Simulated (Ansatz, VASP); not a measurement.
This is a calculation of C for VASP 6.6.1.

INCAR

```
SYSTEM = C
ALGO     = Normal         ! electronic algorithm
EDIFF    = 1E-6           ! SCF threshold, eV
ENCUT    = 600            ! plane-wave cutoff, eV
GGA      = LIBXC          ! functional
GGA_COMPAT= .FALSE.      
ISIF     = 2              ! what is computed and relaxed
ISMEAR   = -1             ! smearing method
LASPH    = .TRUE.         ! aspherical terms in the spheres
LCHARG   = .FALSE.        ! write CHGCAR
LIBXC1   = GGA_X_B88    
LIBXC2   = GGA_C_PBE    
LREAL    = .FALSE.        ! projectors in reciprocal space
LWAVE    = .FALSE.        ! write WAVECAR
NBANDS   = 11             ! bands
NELM     = 120            ! most SCF steps
PREC     = Accurate       ! precision mode
SIGMA    = 0.05           ! smearing width, eV
```

File KPOINTS:

```
k-points
0
G
  13 13 13
  0 0 0
```

The input POSCAR:

```
C
1.0
    0.0000000000      1.8183469191      1.8183469191
    1.8183469191      0.0000000000      1.8183469191
    1.8183469191      1.8183469191      0.0000000000
C
2
Direct
    0.7500000000      0.7500000000      0.7500000000
    0.5000000000      0.5000000000      0.5000000000
```

Potentials or basis: VASP PAW PBE potentials, release 64 (C).

Command:

```bash
$ cat potpaw_PBE.64/C/POTCAR > POTCAR
$ mpirun -np 1 vasp_std > vasp.out
```

Set up the same calculation for Ansatz 0.2.0. Potentials there: Ansatz PAW.

As run (the cutoff follows the program's own potentials):

The input input.yaml:

```yaml
crystal:
  lattice:
    - [0.0, 1.8183469191, 1.8183469191]
    - [1.8183469191, 0.0, 1.8183469191]
    - [1.8183469191, 1.8183469191, 0.0]
  atoms:
    - { symbol: C, position: [0.75, 0.75, 0.75] }
    - { symbol: C, position: [0.5, 0.5, 0.5] }
hamiltonian:
  xc: { exchange: b88, correlation: pbe }
  pseudopotentials: { kind: paw }
kpoints:
  mp_grid: { grid: [13, 13, 13] }
scf:
  occupations: { method: fermi_dirac, width: 0.05 }
output:
  forces: true
  stress: true
  eigenvalues: true
```

Potentials or basis: Ansatz PAW.

Launch:

```console
$ ansatz run input.yaml --threads 2 --pin off --max-ram 5120MiB --backend cpu --events-out ev --progress --plain --runs-dir out
```

Both were run:

|  | VASP | Ansatz | Ansatz less VASP |
| --- | --- | --- | --- |
| gap on the k mesh at the Fermi level (eV) | 4.02 | 4.03 | +0.010 |
| least direct gap on the mesh (eV) | 5.45 | 5.45 | +0.005 |
| pressure (GPa) | -20.9 | -20.8 | +0.12 |

VASP's potentials were made for PBE, not for b88 exchange, pbe correlation.

Noted on Ansatz's run: Pulay correction over one GPa; odd divisions of the mesh miss points on the zone boundary, where band edges often lie, so the gap on the mesh can be too wide.
